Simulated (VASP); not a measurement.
# AlAs (F-43m) in VASP: single point with LDA

Aim: the single point of AlAs with LDA.

All numbers are computed with VASP 6.6.1; they aren't measurements. Logs are shortened: lines on timing, memory, paths and dates and some standing lists are left out, and cuts for length are marked.

### Step 1. The cell of the first run

Symmetry: F-43m, No. 216, cubic system. Conventional cell: a = 5.661 Å, b = 5.661 Å, c = 5.661 Å, α = 90.00°, β = 90.00°, γ = 90.00°. Within 3.2 Å of Al (site symmetry -43m) lie 4 As at 2.45 Å. Within 3.2 Å of As (site symmetry -43m) lie 4 Al at 2.45 Å.

### Step 2. Single point, LDA

File INCAR:

```
PREC = Accurate
ENCUT = 500
EDIFF = 1E-6
ISMEAR = 0
SIGMA = 0.01
LREAL = False
LASPH = True
NELM = 120
ALGO = Normal
ISIF = 2
LWAVE = False
LCHARG = True
GGA = CA
LELF = True
LVHAR = True
NBANDS = 11
GGA_COMPAT = False
```

File KPOINTS:

```
regular mesh
0
Gamma
  8 8 8
```

File POSCAR:

```
AlAs
1.0
    0.0000000000      2.8304000000      2.8304000000
    2.8304000000      0.0000000000      2.8304000000
    2.8304000000      2.8304000000      0.0000000000
Al As
1 1
Direct
    0.0000000000      0.0000000000      0.0000000000
    0.7500000000      0.7500000000      0.7500000000
```

Potentials or basis: VASP PAW LDA potentials, release 64 (Al, As).

Launch:

```console
$ cat potpaw_LDA.64/Al/POTCAR potpaw_LDA.64/As/POTCAR > POTCAR
$ mpirun -np 1 vasp_std > vasp.out
```

OUTCAR:

```text
PREC = Accurate
   ENCUT = 500
   EDIFF = 1E-6
   ISMEAR = 0
   LREAL = False
   LASPH = True
   NELM = 120
   ISIF = 2
   GGA = CA

 ion  position               nearest neighbor table
   1  0.000  0.000  0.000-   2 2.45   2 2.45   2 2.45   2 2.45
   2  0.750  0.750  0.750-   1 2.45   1 2.45   1 2.45   1 2.45

  LATTYP: Found a face centered cubic cell.
 ALAT       =     5.6608000000

  Lattice vectors:

 A1 = (   0.0000000000,   2.8304000000,   2.8304000000)
 A2 = (   2.8304000000,   0.0000000000,   2.8304000000)
 A3 = (   2.8304000000,   2.8304000000,   0.0000000000)

Analysis of symmetry for initial positions (statically):
=====================================================================
 Subroutine PRICEL returns:
 Original cell was already a primitive cell.

 Routine SETGRP: Setting up the symmetry group for a
 face centered cubic supercell.

 Subroutine GETGRP returns: Found 24 space group operations
 (whereof 24 operations were pure point group operations)
 out of a pool of 48 trial point group operations.

The static configuration has the point symmetry T_d .

Analysis of symmetry for dynamics (positions and initial velocities):
=====================================================================
 Subroutine PRICEL returns:
 Original cell was already a primitive cell.

 Routine SETGRP: Setting up the symmetry group for a
 face centered cubic supercell.

 Subroutine GETGRP returns: Found 24 space group operations
 (whereof 24 operations were pure point group operations)
 out of a pool of 48 trial point group operations.

The dynamic configuration has the point symmetry T_d .

 Subroutine INISYM returns: Found 24 space group operations
 (whereof 24 operations are pure point group operations),
 and found     1 'primitive' translations

----------------------------------------------------------------------------------------

                                     Primitive cell

  volume of cell :      45.3496

  direct lattice vectors                    reciprocal lattice vectors
     0.000000000  2.830400000  2.830400000    -0.176653477  0.176653477  0.176653477
     2.830400000  0.000000000  2.830400000     0.176653477 -0.176653477  0.176653477
     2.830400000  2.830400000  0.000000000     0.176653477  0.176653477 -0.176653477

  length of vectors
     4.002790067  4.002790067  4.002790067     0.305972797  0.305972797  0.305972797

  position of ions in fractional coordinates (direct lattice)
     0.000000000  0.000000000  0.000000000
     0.750000000  0.750000000  0.750000000

  ion indices of the primitive-cell ions
   primitive index   ion index
                 1           1
                 2           2

----------------------------------------------------------------------------------------

 KPOINTS: regular mesh

Automatic generation of k-mesh.
 Grid dimensions read from file:
 generate k-points for:    8    8    8

 Generating k-lattice:

  Cartesian coordinates                     Fractional coordinates (reciprocal lattice)
    -0.022081685  0.022081685  0.022081685     0.125000000  0.000000000  0.000000000
     0.022081685 -0.022081685  0.022081685     0.000000000  0.125000000  0.000000000
     0.022081685  0.022081685 -0.022081685     0.000000000  0.000000000  0.125000000

  Length of vectors
     0.038246600  0.038246600  0.038246600

  Shift w.r.t. Gamma in fractional coordinates (k-lattice)
     0.000000000  0.000000000  0.000000000

 Subroutine IBZKPT returns following result:
 ===========================================

 Found     29 irreducible k-points:

 Following reciprocal coordinates:
            Coordinates               Weight
  0.000000  0.000000  0.000000      1.000000
  0.125000  0.000000  0.000000      8.000000
  0.250000  0.000000  0.000000      8.000000
  0.375000  0.000000  0.000000      8.000000
  0.500000  0.000000  0.000000      4.000000
  0.125000  0.125000  0.000000      6.000000
[... 16 lines left out ...]
  0.500000  0.250000  0.125000     48.000000
 -0.375000  0.250000  0.125000     24.000000
 [... further k-points ...]
   k-points           NKPTS =     29   k-points in BZ     NKDIM =     29   number of bands    NBANDS=     11
   number of dos      NEDOS =    301   number of ions     NIONS =      2
   total plane-waves  NPLWV =  27000
   dimension x,y,z NGX =    30 NGY =   30 NGZ =   30
   dimension x,y,z NGXF=    60 NGYF=   60 NGZF=   60
   ions per type =               1   1
   NGX,Y,Z   is equivalent  to a cutoff of  12.46, 12.46, 12.46 a.u.
   NGXF,Y,Z  is equivalent  to a cutoff of  24.92, 24.92, 24.92 a.u.
 SYSTEM =  unknown system
   PREC   = accura    normal or accurate (medium, high low for compatibility)
   ISTART =      0    job   : 0-new  1-cont  2-samecut
   ICHARG =      2    charge: 1-file 2-atom 10-const
   ISPIN  =      1    spin polarized calculation?
   LNONCOLLINEAR =      F non collinear calculations
   LSORBIT =      F    spin-orbit coupling
   LASPH  =      T    aspherical Exc in radial PAW
   ENCUT  =  500.0 eV  36.75 Ry    6.06 a.u.   7.30  7.30  7.30*2*pi/ulx,y,z
   NELM   =    120;   NELMIN=  2; NELMDL= -5     # of ELM steps
   EDIFF  = 0.1E-05   stopping-criterion for ELM
   LREAL  =      F    real-space projection
   EDIFFG = 0.1E-04   stopping-criterion for IOM
   NSW    =      0    number of steps for IOM
   IBRION =     -1    ionic relax: 0-MD 1-quasi-New 2-CG
   NFREE  =      0    steps in history (QN), initial steepest desc. (CG)
   ISIF   =      2    stress and relaxation
   ISYM   =      2    0-nonsym 1-usesym 2-fastsym
   POTIM  = 0.5000    time-step for ionic-motion
   TEBEG  =    0.0;   TEEND  =   0.0 temperature during run
   PSTRESS=    0.0 pullay stress
   NELECT =       8.0000    total number of electrons
   NUPDOWN=      -1.0000    fix difference up-down
   EMIN   =  10.00;   EMAX   =-10.00  energy-range for DOS
   EFERMI =   0.00;   METHOD = LEGACY
   ISMEAR =     0;   SIGMA  =   0.01  broadening in eV -4-tet -1-fermi 0-gaus
   EFERMI_NEDOS =   21; number of points for ismear=-14 and -15
   IALGO  =     38    algorithm
   IMIX   =      4    mixing-type and parameters
     AMIX     =   0.40;   BMIX     =  1.00
     AMIX_MAG =   1.60;   BMIX_MAG =  1.00
  volume/ion in A,a.u.               =      22.67       153.02
  Fermi-wavevector in a.u.,A,eV,Ry     =   0.918150  1.735052 11.469706  0.843000
  Thomas-Fermi vector in A             =   2.043199
   LORBIT       =      0    0 simple, 1 ext, 2 COOP (PROOUT), +10 PAW based schemes
   GGA     = CA    functional components
   LHFCALC =     F    Hartree Fock is set to
   AEXX    =    0.0000 exact exchange contribution
   IVDW    =     0    specifies the selected vdW correction
   LEPSILON=     F    determine dielectric tensor
   LRPA    =     F    only Hartree local field effects (RPA)
 non-spin polarized calculation
 Gauss-broadening in eV      SIGMA  =   0.01
  energy-cutoff  :      500.00
  volume of cell :       45.35
 maximum number of plane-waves:      1174
 NGX is ok and might be reduce to    30
   NGX = 15   NGY = 15   NGZ = 15

 number of electron       8.0000000 magnetization

 Free energy of the ion-electron system (eV)
  ---------------------------------------------------
  ext. energy  EPLUGINS =         0.00000000
  ---------------------------------------------------
  free energy    TOTEN  =       -10.51261733 eV

  energy without entropy =      -10.51261733  energy(sigma->0) =      -10.51261733

 E-fermi :   3.8357     XC(G=0):  -9.2789

 val. band max:        3.7821340480   @ k =   0.0000   0.0000   0.0000
 cond. band min:       5.1205388393   @ k =   0.5000   0.5000   0.0000
 fundamental gap:      1.3384047913
 Fermi energy:         3.8357375761

 k-point     1 :       0.0000    0.0000    0.0000
  band No.  band energies     occupation
      1      -8.1122      2.00000
      2       3.7821      2.00000
      3       3.7821      2.00000
      4       3.7821      2.00000
      5       5.6654      0.00000
      6       8.0278      0.00000
      7       8.0278      0.00000
      8       8.0278      0.00000
      9      12.4089      0.00000
     10      12.8157      0.00000
     11      12.8157      0.00000

 k-point     2 :       0.1250    0.0000    0.0000
  band No.  band energies     occupation
      1      -7.9596      2.00000
      2       2.3262      2.00000
      3       3.6208      2.00000
      4       3.6208      2.00000
      5       6.4474      0.00000
      6       8.3088      0.00000
      7       8.3088      0.00000
      8       8.4023      0.00000
      9      12.1838      0.00000
     10      12.1838      0.00000
     11      13.1465      0.00000

 k-point     3 :       0.2500    0.0000    0.0000
  band No.  band energies     occupation
      1      -7.5365      2.00000
      2       0.3658      2.00000
      3       3.3029      2.00000
      4       3.3029      2.00000
      5       6.2813      0.00000
      6       8.6487      0.00000
      7       8.6487      0.00000
      8      10.1109      0.00000
      9      12.0658      0.00000
     10      12.0658      0.00000
     11      12.9936      0.00000

 k-point     4 :       0.3750    0.0000    0.0000
  band No.  band energies     occupation
      1      -6.9893      2.00000
      2      -1.1801      2.00000
      3       3.0495      2.00000
      4       3.0495      2.00000
      5       5.9350      0.00000
      6       8.5345      0.00000
      7       8.5345      0.00000
      8      11.3420      0.00000
      9      13.3359      0.00000
     10      13.3531      0.00000
     11      13.3531      0.00000

 k-point     5 :       0.5000    0.0000    0.0000
  band No.  band energies     occupation
      1      -6.6972      2.00000
      2      -1.8143      2.00000
      3       2.9575      2.00000
      4       2.9575      2.00000
      5       5.8044      0.00000
      6       8.4181      0.00000
      7       8.4181      0.00000
      8      11.3664      0.00000
      9      14.7634      0.00000
     10      15.2720      0.00000
     11      15.2720      0.00000
[... 211 lines left out ...]
 k-point    21 :       0.5000    0.5000    0.0000
  band No.  band energies     occupation
      1      -6.1514      2.00000
      2      -1.6661      2.00000
      3       1.6047      2.00000
      4       1.6047      2.00000
      5       5.1205      0.00000
      6       5.9795      0.00000
      7      13.9841      0.00000
      8      13.9841      0.00000
      9      15.3512      0.00000
     10      16.3248      0.00000
     11      16.3248      0.00000

 k-point    22 :       0.3750    0.2500    0.1250
  band No.  band energies     occupation
      1      -7.1827      2.00000
      2      -0.0114      2.00000
      3       1.8145      2.00000
      4       2.8017      2.00000
      5       7.3016      0.00000
      6       7.9606      0.00000
      7       9.0111      0.00000
      8      10.2468      0.00000
      9      11.8957      0.00000
     10      14.1440      0.00000
     11      15.6730      0.00000

 k-point    23 :       0.5000    0.2500    0.1250
  band No.  band energies     occupation
      1      -6.6906      2.00000
      2      -1.0212      2.00000
      3       1.2228      2.00000
      4       2.4177      2.00000
      5       7.3804      0.00000
      6       8.1595      0.00000
      7       9.4868      0.00000
      8      10.5852      0.00000
      9      13.0450      0.00000
     10      14.2309      0.00000
     11      15.8413      0.00000

 k-point    24 :      -0.3750    0.2500    0.1250
  band No.  band energies     occupation
      1      -6.4365      2.00000
      2      -1.4998      2.00000
      3       1.0698      2.00000
      4       2.2338      2.00000
      5       7.3689      0.00000
      6       7.9417      0.00000
      7      10.3978      0.00000
      8      11.3400      0.00000
      9      12.0480      0.00000
     10      14.7031      0.00000
     11      15.9443      0.00000

 [... further k-points ...]

------------------------ aborting loop because EDIFF is reached ----------------------------------------

  FORCE on cell =-STRESS in cart. coord.  units (eV):
  Direction    XX          YY          ZZ          XY          YZ          ZX
  --------------------------------------------------------------------------------------
  -------------------------------------------------------------------------------------
  Total       -0.2557950     -0.2557950     -0.2557950      0.0000000      0.0000000      0.0000000
  in kB       -9.0371015     -9.0371015     -9.0371015      0.0000000      0.0000000      0.0000000
  external PRESSURE =      -9.0371015 kB  Pullay stress =       0.0000000 kB

 VOLUME and BASIS-vectors are now :
 -----------------------------------------------------------------------------
  energy-cutoff  :      500.00
  volume of cell :       45.35
      direct lattice vectors                 reciprocal lattice vectors
     0.000000000  2.830400000  2.830400000    -0.176653477  0.176653477  0.176653477
     2.830400000  0.000000000  2.830400000     0.176653477 -0.176653477  0.176653477
     2.830400000  2.830400000  0.000000000     0.176653477  0.176653477 -0.176653477

 POSITION                                       TOTAL-FORCE (eV/Angst)
 -----------------------------------------------------------------------------------
      0.00000      0.00000      0.00000         0.000000      0.000000      0.000000
      4.24560      4.24560      4.24560        -0.000000     -0.000000     -0.000000
 -----------------------------------------------------------------------------------
    total drift:                                0.000000      0.000000      0.000000

  FREE ENERGIE OF THE ION-ELECTRON SYSTEM (eV)
  ---------------------------------------------------
  free  energy   TOTEN  =       -10.5126173333 eV

  energy  without entropy=      -10.5126173333  energy(sigma->0) =      -10.51261733
```

It used 11 s of CPU time on 1 thread of Intel Xeon 6975P-C (shared host).

What came out:

```yaml
Free_energy: -10.5126 eV
Pressure: -0.9 GPa
Band_gap_on_the_k_mesh: 1.34 eV, indirect (least direct gap 1.88 eV)
```
